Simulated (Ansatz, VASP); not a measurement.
One calculation of Ru, two programs

POSCAR

```
Ru
1.0
    2.7059477279      0.0000000000      0.0000000000
   -1.3529738639      2.3434194737      0.0000000000
    0.0000000000      0.0000000000      4.2579056513
Ru
2
Direct
    0.3333333333      0.6666666667      0.2500000000
    0.6666666667      0.3333333333      0.7500000000
```

INCAR.step1

```
SYSTEM = Ru
PREC     = Accurate       ! precision mode
ENCUT    = 520            ! plane-wave cutoff, eV
ISMEAR   = 0              ! smearing method
SIGMA    = 0.6            ! smearing width, eV
LREAL    = .False.        ! projectors in reciprocal space
LASPH    = .True.         ! aspherical terms in the spheres
NELM     = 100            ! most SCF steps
NBANDS   = 21             ! bands
GGA      = PE             ! functional
ALGO     = Normal         ! electronic algorithm
EDIFF    = 1E-4           ! SCF threshold, eV
LWAVE    = .True.         ! write WAVECAR
LCHARG   = .False.        ! write CHGCAR
```

File INCAR.step2:

```
SYSTEM = Ru
PREC     = Accurate       ! precision mode
ENCUT    = 520            ! plane-wave cutoff, eV
EDIFF    = 1E-7           ! SCF threshold, eV
ISMEAR   = 0              ! smearing method
SIGMA    = 0.6            ! smearing width, eV
LREAL    = .False.        ! projectors in reciprocal space
LASPH    = .True.         ! aspherical terms in the spheres
NELM     = 100            ! most SCF steps
ALGO     = Normal         ! electronic algorithm
ISIF     = 2              ! what is computed and relaxed
LWAVE    = .False.        ! write WAVECAR
LCHARG   = .True.         ! write CHGCAR
METAGGA  = R2SCAN         ! meta-GGA
LMIXTAU  = .True.       
LELF     = .True.         ! ELF
LVHAR    = .True.       
NBANDS   = 21             ! bands
ISTART   = 1
```

KPOINTS

```
Automatic mesh
0
Gamma
  13 13 8
  0 0 0
```

Input for Ansatz:

```yaml
crystal:
  lattice:
    - [2.7059477279, 0.0, 0.0]
    - [-1.3529738639, 2.3434194737, 0.0]
    - [0.0, 0.0, 4.2579056513]
  atoms:
    - { symbol: Ru, position: [0.3333333333, 0.6666666667, 0.25] }
    - { symbol: Ru, position: [0.6666666667, 0.3333333333, 0.75] }
hamiltonian:
  xc: r2scan
  pseudopotentials:
    kind: paw
    azcp:
      Ru: "pseudopotentials/Ru.paw.azcp"
basis:
  ecutwfc: 500
  fft_grid_basis: typed
kpoints:
  mp_grid: { grid: [13, 13, 8], shift: [0, 0, 0] }
magnetization:
  spin_polarized: false
scf:
  occupations: { method: gaussian, width: 0.6 }
  lower_state_search: "off"
output:
  stress: true
  write_density: true
  write_potential: true
  elf: true
  volumetric_format: npy
```

Alike in both runs: task single point; functional r2SCAN; k mesh 13 × 13 × 8; occupations gaussian, width 0.6 eV; no spin polarisation.

|  | VASP | Ansatz |
| --- | --- | --- |
| version | VASP 6.6.1 | Ansatz 0.2.0 |
| potentials or method | VASP PAW PBE potentials, release 64 (Ru_pv), cutoff 520 eV | plane waves (500 eV) with PAW, scalar-relativistic |
| valence electrons in the cell | 28 | 32 |

VASP gave:

| Property | Result |
| --- | --- |
| pressure (GPa) | 2.7 |
| traceless stress, the component that is largest in VASP (GPa) | 1.00 |

Problem. What did Ansatz give for the same quantities?

Solution. Pressure (GPa): 1.1; traceless stress, the component that is largest in VASP (GPa): 0.89.

VASP's potentials were made for PBE, not for r2SCAN. VASP's potentials hold 28 valence electrons a cell and Ansatz's 32, so a difference there can come from the potentials and not from the codes.
